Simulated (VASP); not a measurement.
Set up this calculation in VASP 6.6.1, as the native input.

| Item | Value |
| --- | --- |
| Task | single point |
| Functional | r2SCAN |
| Potentials or basis | VASP PAW PBE potentials, release 64 (Na_pv, F) |
| Cutoff | 520 eV |
| k mesh | 10 × 10 × 10 |
| Occupations | gaussian, width 0.01 eV |
| Spin | no spin polarisation |
| Dipole correction | no |
| Further INCAR settings | ALGO = Normal; EDIFF = 1e-07; NBANDS = 14 |

The system is NaF.

```xyz
2
Lattice="0.0000 2.2972 2.2972 2.2972 0.0000 2.2972 2.2972 2.2972 0.0000" Properties=species:S:1:pos:R:3 pbc="T T T"
Na    0.0000    0.0000    0.0000
F     2.2972    2.2972    2.2972
```

These files were run (other wordings do the same):

POSCAR

```
NaF
1.0
    0.0000000000      2.2972497876      2.2972497876
    2.2972497876      0.0000000000      2.2972497876
    2.2972497876      2.2972497876      0.0000000000
Na F
1 1
Direct
    0.0000000000      0.0000000000      0.0000000000
    0.5000000000      0.5000000000      0.5000000000
```

INCAR.step1

```
SYSTEM = NaF
  PREC = Accurate
  ENCUT = 520
  ISMEAR = 0
  SIGMA = 0.01
  LREAL = .FALSE.
  LASPH = .TRUE.
  NELM = 80
  NBANDS = 14
  GGA = PE
  ALGO = Normal
  EDIFF = 1E-4
  LWAVE = .TRUE.
  LCHARG = .FALSE.
```

INCAR.step2

```
SYSTEM = NaF
  PREC = Accurate
  ENCUT = 520
  EDIFF = 1E-7
  ISMEAR = 0
  SIGMA = 0.01
  LREAL = .FALSE.
  LASPH = .TRUE.
  NELM = 80
  ALGO = Normal
  ISIF = 2
  LWAVE = .FALSE.
  LCHARG = .FALSE.
  METAGGA = R2SCAN
  LMIXTAU = .TRUE.
  NBANDS = 14
  ISTART = 1
```

KPOINTS

```
Automatic mesh
0
G
  10 10 10
  0 0 0
```

Potentials or basis: VASP PAW PBE potentials, release 64 (Na_pv, F).

Launch:

```sh
$ cat potpaw_PBE.64/Na_pv/POTCAR potpaw_PBE.64/F/POTCAR > POTCAR
$ cp INCAR.step1 INCAR
$ mpirun -np 1 vasp_std > vasp.out
$ cp INCAR.step2 INCAR
$ mpirun -np 1 vasp_std > vasp.out
```

Results of the run:

The pressure is -0.9 GPa and the band gap on the k mesh is 7.32 eV, direct.

Caveat: the PAW data sets were made with another functional, which shifts forces and pressure a little.

Wall time 29 s on 1 thread of Intel(R) Xeon(R) 6975P-C (Granite Rapids), with other jobs on the host, peak memory 0.14 GiB.
